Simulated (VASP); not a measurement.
# Cl in VASP: single point with PBE

Aim: the single point of Cl with PBE.

Everything below comes from runs of VASP 6.6.1. Logs are shortened: lines on timing, memory, paths and dates and some standing lists are left out, and cuts for length are marked.

## (1) The cell of the first run

The typed cell holds 2 atoms: a = 3.383 Å, b = 3.383 Å, c = 5.379 Å, α = 90.00°, β = 90.00°, γ = 60.00°.

## (2) Single point, PBE

Contents of INCAR:

```
SYSTEM = Cl
PREC = Accurate
ENCUT = 520
EDIFF = 1E-7
ISMEAR = -1
SIGMA = 0.1
LREAL = .FALSE.
LASPH = .TRUE.
NELM = 60
ALGO = Normal
ISIF = 2
LWAVE = .FALSE.
LCHARG = .FALSE.
GGA = PE
NBANDS = 14
```

Contents of KPOINTS:

```
regular mesh
0
G
  11 11 6
  0 0 0
```

Contents of POSCAR:

```
Cl
1.0
    1.6913120000      2.9294350000      0.0000000000
   -1.6913120000      2.9294350000      0.0000000000
    0.0000000000      0.0000000000      5.3794160000
Cl
2
Direct
    0.3333000000      0.3334000000      0.2500000000
    0.6666000000      0.6667000000      0.7500000000
```

Potentials or basis: VASP PAW PBE potentials, release 64 (Cl).

Command:

```sh
$ cat potpaw_PBE.64/Cl/POTCAR > POTCAR
$ mpirun -np 1 vasp_std > vasp.out
```

OUTCAR:

```text
SYSTEM = Cl
   PREC = Accurate
   ENCUT = 520
   EDIFF = 1E-7
   ISMEAR = -1
   LREAL = .FALSE.
   LASPH = .TRUE.
   NELM = 60
   ISIF = 2
   GGA = PE

 ion  position               nearest neighbor table
   1  0.333  0.333  0.250-
   2  0.667  0.667  0.750-

  LATTYP: Found a hexagonal cell.
 ALAT       =     3.3826211287
 C/A-ratio  =     1.5903099387

  Lattice vectors:

 A1 = (   1.6913120000,  -2.9294350000,   0.0000000000)
 A2 = (   1.6913120000,   2.9294350000,   0.0000000000)
 A3 = (   0.0000000000,   0.0000000000,   5.3794160000)

Analysis of symmetry for initial positions (statically):
=====================================================================
 Subroutine PRICEL returns:
 Original cell was already a primitive cell.

 Routine SETGRP: Setting up the symmetry group for a
 hexagonal supercell.

 Subroutine GETGRP returns: Found  8 space group operations
 (whereof  2 operations were pure point group operations)
 out of a pool of 24 trial point group operations.

The static configuration has the point symmetry C_2 .
 The point group associated with its full space group is D_2h.

Analysis of symmetry for dynamics (positions and initial velocities):
=====================================================================
 Subroutine PRICEL returns:
 Original cell was already a primitive cell.

 Routine SETGRP: Setting up the symmetry group for a
 hexagonal supercell.

 Subroutine GETGRP returns: Found  8 space group operations
 (whereof  2 operations were pure point group operations)
 out of a pool of 24 trial point group operations.

The dynamic configuration has the point symmetry C_2 .
 The point group associated with its full space group is D_2h.

 Subroutine INISYM returns: Found  8 space group operations
 (whereof  2 operations are pure point group operations),
 and found     1 'primitive' translations

----------------------------------------------------------------------------------------

                                     Primitive cell

  volume of cell :      53.3056

  direct lattice vectors                    reciprocal lattice vectors
     1.691312000  2.929435000  0.000000000     0.295628483  0.170681377  0.000000000
    -1.691312000  2.929435000  0.000000000    -0.295628483  0.170681377  0.000000000
     0.000000000  0.000000000  5.379416000     0.000000000  0.000000000  0.185893785

  length of vectors
     3.382621129  3.382621129  5.379416000     0.341362464  0.341362464  0.185893785

  position of ions in fractional coordinates (direct lattice)
     0.333300000  0.333400000  0.250000000
     0.666600000  0.666700000  0.750000000

  ion indices of the primitive-cell ions
   primitive index   ion index
                 1           1
                 2           2

----------------------------------------------------------------------------------------

 KPOINTS: regular mesh

Automatic generation of k-mesh.
 Grid dimensions read from file:
 generate k-points for:   11   11    6

 Generating k-lattice:

  Cartesian coordinates                     Fractional coordinates (reciprocal lattice)
     0.026875317  0.015516489  0.000000000     0.090909091  0.000000000  0.000000000
    -0.026875317  0.015516489  0.000000000     0.000000000  0.090909091  0.000000000
     0.000000000  0.000000000  0.030982297     0.000000000  0.000000000  0.166666667

  Length of vectors
     0.031032951  0.031032951  0.030982297

  Shift w.r.t. Gamma in fractional coordinates (k-lattice)
     0.000000000  0.000000000  0.000000000

 Subroutine IBZKPT returns following result:
 ===========================================

 Found    144 irreducible k-points:

 Following reciprocal coordinates:
            Coordinates               Weight
  0.000000  0.000000  0.000000      1.000000
  0.090909 -0.000000  0.000000      4.000000
  0.090909  0.090909  0.000000      2.000000
  0.181818  0.000000  0.000000      4.000000
  0.181818  0.181818  0.000000      2.000000
  0.272727 -0.000000  0.000000      4.000000
[... 16 lines left out ...]
 -0.454545  0.090909  0.000000      4.000000
  0.454545 -0.454545  0.000000      2.000000
 [... further k-points ...]
   k-points           NKPTS =    144   k-points in BZ     NKDIM =    144   number of bands    NBANDS=     14
   number of dos      NEDOS =    301   number of ions     NIONS =      2
   total plane-waves  NPLWV =  31360
   dimension x,y,z NGX =    28 NGY =   28 NGZ =   40
   dimension x,y,z NGXF=    56 NGYF=   56 NGZF=   80
   ions per type =               2
   NGX,Y,Z   is equivalent  to a cutoff of  13.76, 13.76, 12.36 a.u.
   NGXF,Y,Z  is equivalent  to a cutoff of  27.52, 27.52, 24.72 a.u.
 SYSTEM =  Cl
   PREC   = accura    normal or accurate (medium, high low for compatibility)
   ISTART =      0    job   : 0-new  1-cont  2-samecut
   ICHARG =      2    charge: 1-file 2-atom 10-const
   ISPIN  =      1    spin polarized calculation?
   LNONCOLLINEAR =      F non collinear calculations
   LSORBIT =      F    spin-orbit coupling
   LASPH  =      T    aspherical Exc in radial PAW
   ENCUT  =  520.0 eV  38.22 Ry    6.18 a.u.   6.29  6.29 10.00*2*pi/ulx,y,z
   NELM   =     60;   NELMIN=  2; NELMDL= -5     # of ELM steps
   EDIFF  = 0.1E-06   stopping-criterion for ELM
   LREAL  =      F    real-space projection
   EDIFFG = 0.1E-05   stopping-criterion for IOM
   NSW    =      0    number of steps for IOM
   IBRION =     -1    ionic relax: 0-MD 1-quasi-New 2-CG
   NFREE  =      0    steps in history (QN), initial steepest desc. (CG)
   ISIF   =      2    stress and relaxation
   ISYM   =      2    0-nonsym 1-usesym 2-fastsym
   POTIM  = 0.5000    time-step for ionic-motion
   TEBEG  =    0.0;   TEEND  =   0.0 temperature during run
   PSTRESS=    0.0 pullay stress
   NELECT =      14.0000    total number of electrons
   NUPDOWN=      -1.0000    fix difference up-down
   EMIN   =  10.00;   EMAX   =-10.00  energy-range for DOS
   EFERMI =   0.00;   METHOD = LEGACY
   ISMEAR =    -1;   SIGMA  =   0.10  broadening in eV -4-tet -1-fermi 0-gaus
   EFERMI_NEDOS =   21; number of points for ismear=-14 and -15
   IALGO  =     38    algorithm
   IMIX   =      4    mixing-type and parameters
     AMIX     =   0.40;   BMIX     =  1.00
     AMIX_MAG =   1.60;   BMIX_MAG =  1.00
  volume/ion in A,a.u.               =      26.65       179.86
  Fermi-wavevector in a.u.,A,eV,Ry     =   1.048399  1.981187 14.954714  1.099140
  Thomas-Fermi vector in A             =   2.183319
   LORBIT       =      0    0 simple, 1 ext, 2 COOP (PROOUT), +10 PAW based schemes
   GGA     = PE    functional components
   LHFCALC =     F    Hartree Fock is set to
   AEXX    =    0.0000 exact exchange contribution
   IVDW    =     0    specifies the selected vdW correction
   LEPSILON=     F    determine dielectric tensor
   LRPA    =     F    only Hartree local field effects (RPA)
 non-spin polarized calculation
  energy-cutoff  :      520.00
  volume of cell :       53.31
 maximum number of plane-waves:      1460
 NGX is ok and might be reduce to    28
   NGX = 13   NGY = 13   NGZ = 21

 number of electron      13.9999999 magnetization

 Free energy of the ion-electron system (eV)
  ---------------------------------------------------
  ext. energy  EPLUGINS =         0.00000000
  ---------------------------------------------------
  free energy    TOTEN  =        -1.74657710 eV

  energy without entropy =       -1.55244377  energy(sigma->0) =       -1.64951044

 E-fermi :  -0.5981     XC(G=0):  -8.4668

 val. band max:       -0.6037954813   @ k =  -0.0909   0.3636   0.0000
 cond. band min:      -0.5955779650   @ k =   0.3636  -0.4545   0.3333
 fundamental gap:      0.0082175163
 Fermi energy:        -0.5981334910

 k-point     1 :       0.0000    0.0000    0.0000
  band No.  band energies     occupation
      1     -14.6811      2.00000
      2     -13.6836      2.00000
      3      -3.6677      2.00000
      4      -0.5725      0.87255
      5      -0.5723      0.87164
      6      -0.1352      0.01933
      7      -0.1350      0.01930
      8      -0.0214      0.00624
      9       8.0196      0.00000
     10       9.1820      0.00000
     11      13.1467      0.00000
     12      13.1470      0.00000
     13      13.5593      0.00000
     14      14.2465      0.00000

 k-point     2 :       0.0909   -0.0000    0.0000
  band No.  band energies     occupation
      1     -14.6261      2.00000
      2     -13.6567      2.00000
      3      -3.5877      2.00000
      4      -0.8358      1.83004
      5      -0.6525      1.26520
      6      -0.3876      0.21721
      7      -0.1522      0.02287
      8      -0.0587      0.00904
      9       8.3564      0.00000
     10       9.4953      0.00000
     11      12.4651      0.00000
     12      13.4187      0.00000
     13      13.8671      0.00000
     14      13.8926      0.00000

 k-point     3 :       0.0909    0.0909    0.0000
  band No.  band energies     occupation
      1     -14.6261      2.00000
      2     -13.6567      2.00000
      3      -3.5877      2.00000
      4      -0.8359      1.83021
      5      -0.6524      1.26467
      6      -0.3876      0.21706
      7      -0.1523      0.02289
      8      -0.0587      0.00904
      9       8.3564      0.00000
     10       9.4953      0.00000
     11      12.4649      0.00000
     12      13.4190      0.00000
     13      13.8676      0.00000
     14      13.8926      0.00000
[... 324 lines left out ...]
 k-point    23 :      -0.4545    0.0909    0.0000
  band No.  band energies     occupation
      1     -13.7579      2.00000
      2     -13.4566      2.00000
      3      -3.2664      2.00000
      4      -2.5508      2.00000
      5      -2.0766      2.00000
      6      -1.5145      1.99979
      7      -1.0595      1.98036
      8      -0.6405      1.20854
      9       9.2208      0.00000
     10       9.4871      0.00000
     11      10.4906      0.00000
     12      12.7386      0.00000
     13      13.3183      0.00000
     14      13.8101      0.00000

 k-point    24 :       0.4545   -0.4545    0.0000
  band No.  band energies     occupation
      1     -13.7578      2.00000
      2     -13.4567      2.00000
      3      -3.2663      2.00000
      4      -2.5509      2.00000
      5      -2.0762      2.00000
      6      -1.5145      1.99979
      7      -1.0600      1.98047
      8      -0.6405      1.20856
      9       9.2208      0.00000
     10       9.4879      0.00000
     11      10.4908      0.00000
     12      12.7388      0.00000
     13      13.3183      0.00000
     14      13.8090      0.00000

 [... further k-points ...]

------------------------ aborting loop because EDIFF is reached ----------------------------------------

  FORCE on cell =-STRESS in cart. coord.  units (eV):
  Direction    XX          YY          ZZ          XY          YZ          ZX
  --------------------------------------------------------------------------------------
  -------------------------------------------------------------------------------------
  Total       -0.8758289     -0.8759201     -1.4208530      0.0000000      0.0000000      0.0000000
  in kB      -26.3243177    -26.3270597    -42.7058157      0.0000000      0.0000000      0.0000000
  external PRESSURE =     -31.7857310 kB  Pullay stress =       0.0000000 kB

 VOLUME and BASIS-vectors are now :
 -----------------------------------------------------------------------------
  energy-cutoff  :      520.00
  volume of cell :       53.31
      direct lattice vectors                 reciprocal lattice vectors
     1.691312000  2.929435000  0.000000000     0.295628483  0.170681377  0.000000000
    -1.691312000  2.929435000  0.000000000    -0.295628483  0.170681377  0.000000000
     0.000000000  0.000000000  5.379416000     0.000000000  0.000000000  0.185893785

 POSITION                                       TOTAL-FORCE (eV/Angst)
 -----------------------------------------------------------------------------------
     -0.00017      1.95305      1.34485         0.000000      0.000113      0.000000
     -0.00017      3.90582      4.03456         0.000000     -0.000113     -0.000000
 -----------------------------------------------------------------------------------
    total drift:                               -0.000000      0.000000     -0.000000

  FREE ENERGIE OF THE ION-ELECTRON SYSTEM (eV)
  ---------------------------------------------------
  free  energy   TOTEN  =        -1.7465771041 eV

  energy  without entropy=       -1.5524437710  energy(sigma->0) =       -1.64951044
```

It took 41 s on 1 thread of AMD EPYC 9R45 (Zen 5), shared host; peak memory 0.19 GiB.

Results:

* Free energy: -1.7466 eV
* Pressure: -3.2 GPa
* Band gap on the k mesh: zero (band 7 reaches -0.14 eV, above the bottom of band 8 at -1.35 eV)

Stress tensor (GPa, compression positive):
```
-2.63  0.00  0.00
 0.00 -2.63  0.00
 0.00  0.00 -4.27
```
